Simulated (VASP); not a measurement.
# SiC (Moissanite) (P6_3mc) in VASP: a series of runs, part 2 of 3

VASP 6.6.1. Earlier steps stand in the parts before.

### 3 Single point, PBEsol

This run uses another cell than the first one, of 10.86 Å³/atom, 1.024 times its volume.

INCAR

```
PREC     = Accurate       # precision mode
ENCUT    = 520            # plane-wave cutoff, eV
EDIFF    = 1E-6           # SCF threshold, eV
ISMEAR   = 0              # smearing method
SIGMA    = 0.01           # smearing width, eV
LREAL    = F              # projectors in reciprocal space
LASPH    = T              # aspherical terms in the spheres
NELM     = 60             # most SCF steps
ALGO     = Normal         # electronic algorithm
ISIF     = 2              # what is computed and relaxed
LWAVE    = F              # write WAVECAR
LCHARG   = T              # write CHGCAR
GGA      = PS             # functional
LELF     = T              # ELF
LVHAR    = T            
NBANDS   = 16             # bands
```

KPOINTS

```
Automatic mesh
0
Gamma
  12 12 4
```

POSCAR

```
SiC
1.0
    3.1264351936      0.0000000000      0.0000000000
   -1.5632175968      2.7075721565      0.0000000000
    0.0000000000      0.0000000000      5.1307688092
Si C
2 2
Direct
    0.3333333333      0.6666666667      0.0000000000
    0.6666666667      0.3333333333      0.5000000000
    0.3333333333      0.6666666667      0.3850000000
    0.6666666667      0.3333333333      0.8850000000
```

Potentials or basis: VASP PAW PBE potentials, release 64 (Si, C).

Command:

```sh
$ cat potpaw_PBE.64/Si/POTCAR potpaw_PBE.64/C/POTCAR > POTCAR
$ mpirun -np 1 vasp_std > vasp.out
```

OUTCAR:

```text
PREC = Accurate
   ENCUT = 520
   EDIFF = 1E-6
   ISMEAR = 0
   LREAL = F
   LASPH = T
   NELM = 60
   ISIF = 2
   GGA = PS

 ion  position               nearest neighbor table
   1  0.333  0.667  0.000-   4 1.90   4 1.90   4 1.90   3 1.98   2 3.14   2 3.14   2 3.14   2 3.14
                             2 3.14   2 3.14
   2  0.667  0.333  0.500-   3 1.90   3 1.90   3 1.90   4 1.98   1 3.14   1 3.14   1 3.14   1 3.14
                             1 3.14   1 3.14
   3  0.333  0.667  0.385-   2 1.90   2 1.90   2 1.90   1 1.98
   4  0.667  0.333  0.885-   1 1.90   1 1.90   1 1.90   2 1.98

  LATTYP: Found a hexagonal cell.
 ALAT       =     3.1264351936
 C/A-ratio  =     1.6410923277

  Lattice vectors:

 A1 = (   3.1264351936,   0.0000000000,   0.0000000000)
 A2 = (  -1.5632175968,   2.7075721565,   0.0000000000)
 A3 = (   0.0000000000,   0.0000000000,   5.1307688092)

Analysis of symmetry for initial positions (statically):
=====================================================================
 Subroutine PRICEL returns:
 Original cell was already a primitive cell.

 Routine SETGRP: Setting up the symmetry group for a
 hexagonal supercell.

 Subroutine GETGRP returns: Found 12 space group operations
 (whereof  6 operations were pure point group operations)
 out of a pool of 24 trial point group operations.

The static configuration has the point symmetry C_3v.
 The point group associated with its full space group is C_6v.

Analysis of symmetry for dynamics (positions and initial velocities):
=====================================================================
 Subroutine PRICEL returns:
 Original cell was already a primitive cell.

 Routine SETGRP: Setting up the symmetry group for a
 hexagonal supercell.

 Subroutine GETGRP returns: Found 12 space group operations
 (whereof  6 operations were pure point group operations)
 out of a pool of 24 trial point group operations.

The dynamic configuration has the point symmetry C_3v.
 The point group associated with its full space group is C_6v.

 Subroutine INISYM returns: Found 12 space group operations
 (whereof  6 operations are pure point group operations),
 and found     1 'primitive' translations

----------------------------------------------------------------------------------------

                                     Primitive cell

  volume of cell :      43.4322

  direct lattice vectors                    reciprocal lattice vectors
     3.126435194  0.000000000  0.000000000     0.319853104  0.184667285  0.000000000
    -1.563217597  2.707572156  0.000000000     0.000000000  0.369334571  0.000000000
     0.000000000  0.000000000  5.130768809     0.000000000  0.000000000  0.194902565

  length of vectors
     3.126435194  3.126435069  5.130768809     0.369334556  0.369334571  0.194902565

  position of ions in fractional coordinates (direct lattice)
     0.333333333  0.666666667  0.000000000
     0.666666667  0.333333333  0.500000000
     0.333333333  0.666666667  0.385000000
     0.666666667  0.333333333  0.885000000

  ion indices of the primitive-cell ions
   primitive index   ion index
                 1           1
                 2           2
                 3           3
                 4           4

----------------------------------------------------------------------------------------

 KPOINTS: Automatic mesh

Automatic generation of k-mesh.
 Grid dimensions read from file:
 generate k-points for:   12   12    4

 Generating k-lattice:

  Cartesian coordinates                     Fractional coordinates (reciprocal lattice)
     0.026654425  0.015388940  0.000000000     0.083333333  0.000000000  0.000000000
     0.000000000  0.030777881  0.000000000     0.000000000  0.083333333  0.000000000
     0.000000000  0.000000000  0.048725641     0.000000000  0.000000000  0.250000000

  Length of vectors
     0.030777880  0.030777881  0.048725641

  Shift w.r.t. Gamma in fractional coordinates (k-lattice)
     0.000000000  0.000000000  0.000000000

 Subroutine IBZKPT returns following result:
 ===========================================

 Found     57 irreducible k-points:

 Following reciprocal coordinates:
            Coordinates               Weight
  0.000000  0.000000  0.000000      1.000000
  0.083333  0.000000  0.000000      6.000000
  0.166667  0.000000  0.000000      6.000000
  0.250000  0.000000  0.000000      6.000000
  0.333333 -0.000000  0.000000      6.000000
  0.416667 -0.000000  0.000000      6.000000
[... 16 lines left out ...]
  0.250000  0.000000  0.250000     12.000000
  0.333333 -0.000000  0.250000     12.000000
 [... further k-points ...]
   k-points           NKPTS =     57   k-points in BZ     NKDIM =     57   number of bands    NBANDS=     16
   number of dos      NEDOS =    301   number of ions     NIONS =      4
   total plane-waves  NPLWV =  23040
   dimension x,y,z NGX =    24 NGY =   24 NGZ =   40
   dimension x,y,z NGXF=    48 NGYF=   48 NGZF=   80
   ions per type =               2   2
   NGX,Y,Z   is equivalent  to a cutoff of  12.76, 12.76, 12.96 a.u.
   NGXF,Y,Z  is equivalent  to a cutoff of  25.52, 25.52, 25.92 a.u.
 SYSTEM =  unknown system
   PREC   = accura    normal or accurate (medium, high low for compatibility)
   ISTART =      0    job   : 0-new  1-cont  2-samecut
   ICHARG =      2    charge: 1-file 2-atom 10-const
   ISPIN  =      1    spin polarized calculation?
   LNONCOLLINEAR =      F non collinear calculations
   LSORBIT =      F    spin-orbit coupling
   LASPH  =      T    aspherical Exc in radial PAW
   ENCUT  =  520.0 eV  38.22 Ry    6.18 a.u.   5.81  5.81  9.54*2*pi/ulx,y,z
   NELM   =     60;   NELMIN=  2; NELMDL= -5     # of ELM steps
   EDIFF  = 0.1E-05   stopping-criterion for ELM
   LREAL  =      F    real-space projection
   EDIFFG = 0.1E-04   stopping-criterion for IOM
   NSW    =      0    number of steps for IOM
   IBRION =     -1    ionic relax: 0-MD 1-quasi-New 2-CG
   NFREE  =      0    steps in history (QN), initial steepest desc. (CG)
   ISIF   =      2    stress and relaxation
   ISYM   =      2    0-nonsym 1-usesym 2-fastsym
   POTIM  = 0.5000    time-step for ionic-motion
   TEBEG  =    0.0;   TEEND  =   0.0 temperature during run
   PSTRESS=    0.0 pullay stress
   NELECT =      16.0000    total number of electrons
   NUPDOWN=      -1.0000    fix difference up-down
   EMIN   =  10.00;   EMAX   =-10.00  energy-range for DOS
   EFERMI =   0.00;   METHOD = LEGACY
   ISMEAR =     0;   SIGMA  =   0.01  broadening in eV -4-tet -1-fermi 0-gaus
   EFERMI_NEDOS =   21; number of points for ismear=-14 and -15
   IALGO  =     38    algorithm
   IMIX   =      4    mixing-type and parameters
     AMIX     =   0.40;   BMIX     =  1.00
     AMIX_MAG =   1.60;   BMIX_MAG =  1.00
  volume/ion in A,a.u.               =      10.86        73.27
  Fermi-wavevector in a.u.,A,eV,Ry     =   1.173575  2.217735 18.739009  1.377278
  Thomas-Fermi vector in A             =   2.309986
   LORBIT       =      0    0 simple, 1 ext, 2 COOP (PROOUT), +10 PAW based schemes
   GGA     = PS    functional components
   LHFCALC =     F    Hartree Fock is set to
   AEXX    =    0.0000 exact exchange contribution
   IVDW    =     0    specifies the selected vdW correction
   LEPSILON=     F    determine dielectric tensor
   LRPA    =     F    only Hartree local field effects (RPA)
 non-spin polarized calculation
 Gauss-broadening in eV      SIGMA  =   0.01
  energy-cutoff  :      520.00
  volume of cell :       43.43
 maximum number of plane-waves:      1184
 NGX is ok and might be reduce to    24
   NGX = 11   NGY = 11   NGZ = 19

 number of electron      16.0000000 magnetization

 Free energy of the ion-electron system (eV)
  ---------------------------------------------------
  ext. energy  EPLUGINS =         0.00000000
  ---------------------------------------------------
  free energy    TOTEN  =       -31.72853964 eV

  energy without entropy =      -31.72853964  energy(sigma->0) =      -31.72853964

 E-fermi :   7.8856     XC(G=0): -11.2891

 val. band max:        7.8120090651   @ k =   0.0000   0.0000   0.0000
 cond. band min:      10.0599010691   @ k =   0.3333   0.3333   0.0000
 fundamental gap:      2.2478920040
 Fermi energy:         7.8855968516

 k-point     1 :       0.0000    0.0000    0.0000
  band No.  band energies     occupation
      1      -7.5463      2.00000
      2      -4.1896      2.00000
      3      -0.6603      2.00000
      4       6.2785      2.00000
      5       6.2785      2.00000
      6       7.5378      2.00000
[... 433 lines left out ...]
      3       0.6169      2.00000
      4       2.4179      2.00000
      5       2.8968      2.00000
      6       4.9214      2.00000
[... 8 lines left out ...]
     15      18.5762      0.00000
     16      18.9674      0.00000

 [... further k-points ...]
[... 5 lines left out ...]
  --------------------------------------------------------------------------------------
  -------------------------------------------------------------------------------------
  Total       -2.2442518     -2.2442516     -3.0908444      0.0000000      0.0000000      0.0000000
  in kB      -82.7885455    -82.7885366   -114.0186258      0.0000000      0.0000000      0.0000000
  external PRESSURE =     -93.1985693 kB  Pullay stress =       0.0000000 kB

 VOLUME and BASIS-vectors are now :
 -----------------------------------------------------------------------------
  energy-cutoff  :      520.00
  volume of cell :       43.43
      direct lattice vectors                 reciprocal lattice vectors
     3.126435194  0.000000000  0.000000000     0.319853104  0.184667285  0.000000000
    -1.563217597  2.707572156  0.000000000     0.000000000  0.369334571  0.000000000
     0.000000000  0.000000000  5.130768809     0.000000000  0.000000000  0.194902565

 POSITION                                       TOTAL-FORCE (eV/Angst)
 -----------------------------------------------------------------------------------
     -0.00000      1.80505      0.00000         0.000000      0.000000      0.676239
      1.56322      0.90252      2.56538         0.000000     -0.000000      0.676239
     -0.00000      1.80505      1.97535        -0.000000     -0.000000     -0.676239
      1.56322      0.90252      4.54073        -0.000000      0.000000     -0.676239
 -----------------------------------------------------------------------------------
    total drift:                               -0.000000      0.000000     -0.000347

  FREE ENERGIE OF THE ION-ELECTRON SYSTEM (eV)
  ---------------------------------------------------
  free  energy   TOTEN  =       -31.7285396412 eV

  energy  without entropy=      -31.7285396412  energy(sigma->0) =      -31.72853964
```

Wall time 17 s (1 thread of AMD EPYC 9R45 (Zen 5), shared host); peak memory 0.14 GiB.

What came out:

```
Free energy            : -31.7285 eV
Pressure               : -9.3 GPa
Largest force          : 0.676 eV/Å
Band gap on the k mesh : 2.25 eV, indirect (least direct gap 3.86 eV)
```

Forces on the atoms (eV/Å):
```
Si   0.000  0.000  0.676
Si   0.000  0.000  0.676
C    0.000  0.000 -0.676
C    0.000  0.000 -0.676
```

Stress tensor (GPa, compression positive):
```
 -8.28   0.00   0.00
  0.00  -8.28   0.00
  0.00   0.00 -11.40
```

Levels at points of the mesh, in eV from the valence-band top:
| k point | band 4 | band 5 | band 6 | band 7 | band 8 | band 9 | band 10 | band 11 | band 12 | band 13 |
| --- | --- | --- | --- | --- | --- | --- | --- | --- | --- | --- |
| (0.00, 0.00, 0.00) | -1.53 | -1.53 | -0.27 | -0.27 | 0.00 | 4.15 | 5.46 | 6.16 | 6.16 | 7.07 |
| (0.50, 0.00, 0.00) | -6.46 | -5.30 | -3.46 | -3.17 | -1.47 | 2.38 | 4.03 | 6.29 | 6.94 | 9.20 |
| (0.00, 0.00, 0.50) | -4.38 | -0.95 | -0.95 | -0.95 | -0.95 | 5.22 | 5.22 | 6.84 | 6.84 | 6.84 |
| (0.50, 0.00, 0.50) | -8.28 | -2.64 | -2.64 | -2.30 | -2.30 | 2.95 | 2.95 | 4.69 | 4.69 | 9.98 |

Caveat: the PAW data sets were made with another functional, which shifts forces and pressure a little. A k mesh can miss the band edges.

### 4 Single point, PBEsol

This run uses another cell than the first one, of 11.12 Å³/atom, 1.049 times its volume.

INCAR

```
SYSTEM = SiC
ALGO = Normal
EDIFF = 1E-7
ENCUT = 520
GGA = PS
ISIF = 2
ISMEAR = 0
LASPH = .True.
LCHARG = .False.
LREAL = .False.
LWAVE = .False.
NBANDS = 16
NELM = 80
PREC = Accurate
SIGMA = 0.01
```

KPOINTS

```
k-points
0
Gamma
  12 12 4
  0 0 0
```

POSCAR

```
SiC
1.0
    3.1510538071      0.0000000000      0.0000000000
   -1.5755269036      2.7288925002      0.0000000000
    0.0000000000      0.0000000000      5.1711702270
Si C
2 2
Direct
    0.3333333333      0.6666666667      0.0000000000
    0.6666666667      0.3333333333      0.5000000000
    0.3333333333      0.6666666667      0.3850000000
    0.6666666667      0.3333333333      0.8850000000
```

Command:

```sh
$ cat potpaw_PBE.64/Si/POTCAR potpaw_PBE.64/C/POTCAR > POTCAR
$ mpirun -np 1 vasp_std > vasp.out
```

It took 19 s on 1 thread of AMD EPYC 9R45 (Zen 5), shared host; peak memory 0.14 GiB.

The run converged. Its results:

```yaml
Free_energy: -31.6551 eV
Pressure: -13.4 GPa
Largest_force: 0.643 eV/Å
Band_gap_on_the_k_mesh: 2.29 eV, indirect (least direct gap 3.81 eV)
```

Forces in eV/Å, atoms in the order of the input:
```
Si   0.000  0.000  0.643
Si   0.000  0.000  0.643
C    0.000  0.000 -0.643
C    0.000  0.000 -0.643
```

Stress tensor (GPa, compression positive):
```
-12.66   0.00   0.00
  0.00 -12.66   0.00
  0.00   0.00 -15.00
```

Levels at points of the mesh, in eV from the valence-band top:
| k point | band 5 | band 6 | band 7 | band 8 | band 9 | band 10 | band 11 | band 12 |
| --- | --- | --- | --- | --- | --- | --- | --- | --- |
| (0.00, 0.00, 0.00) | -1.52 | -0.28 | -0.28 | 0.00 | 3.95 | 5.21 | 6.03 | 6.03 |
| (0.50, 0.00, 0.00) | -5.21 | -3.42 | -3.11 | -1.47 | 2.34 | 4.00 | 6.11 | 6.86 |
| (0.00, 0.00, 0.50) | -0.95 | -0.95 | -0.95 | -0.95 | 5.02 | 5.02 | 6.72 | 6.72 |
| (0.50, 0.00, 0.50) | -2.60 | -2.60 | -2.28 | -2.28 | 2.89 | 2.89 | 4.60 | 4.60 |

Caveat: the PAW data sets were made with another functional, which shifts forces and pressure a little.

(Continued in part 3 of 3.)
